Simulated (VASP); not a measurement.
# Yb: single point with PBEsol

Yb:

```
CELL_PARAMETERS angstrom
0.00000 4.05450 4.05450
4.05450 0.00000 4.05450
4.05450 4.05450 0.00000
ATOMIC_POSITIONS crystal
Yb 0.12500 0.12500 0.12500
Yb 0.87500 0.87500 0.87500
```

This isn't the form of Yb at room conditions, which is fcc.

| Property | Result |
| --- | --- |
| Program | VASP 6.6.1 |
| Task | single point |
| Functional | PBEsol |
| Potentials or basis | VASP PAW PBE potentials, release 64 (Yb) |
| Cutoff | 520 eV |
| k mesh | 8 × 8 × 8 |
| Occupations | fermi-dirac, width 0.1 eV |
| Spin | no spin polarisation |
| Dipole correction | no |
| Further INCAR settings | ALGO = Normal; EDIFF = 1e-06; NBANDS = 31 |

- Pressure: 1.0 GPa
- Band gap on the k mesh: zero (bands 24 and 25 overlap by 1.23 eV)

Levels at points of the mesh, in eV from the Fermi level:
| k point | band 20 | band 21 | band 22 | band 23 | band 24 | band 25 | band 26 | band 27 | band 28 | band 29 |
| --- | --- | --- | --- | --- | --- | --- | --- | --- | --- | --- |
| (0.00, 0.00, 0.00) | -0.51 | -0.51 | -0.51 | -0.51 | 1.02 | 1.02 | 1.02 | 1.11 | 1.11 | 1.99 |
| (0.50, 0.00, 0.00) | -0.54 | -0.52 | -0.52 | -0.51 | -0.51 | 0.87 | 0.89 | 0.89 | 1.33 | 1.33 |
| (0.50, 0.50, 0.00) | -0.53 | -0.52 | -0.52 | -0.52 | -0.52 | 0.08 | 0.08 | 1.40 | 1.40 | 1.97 |

Run time: 10 min on 1 thread of Intel Xeon 8259CL (shared host), peak memory 0.38 GiB.

Caveat: the PAW data sets were made with another functional, which shifts forces and pressure a little; spin-orbit coupling is left out, which moves the levels of the heavy elements. Spin polarisation is off, so any magnetic state and its effect on volume and gap are missing.
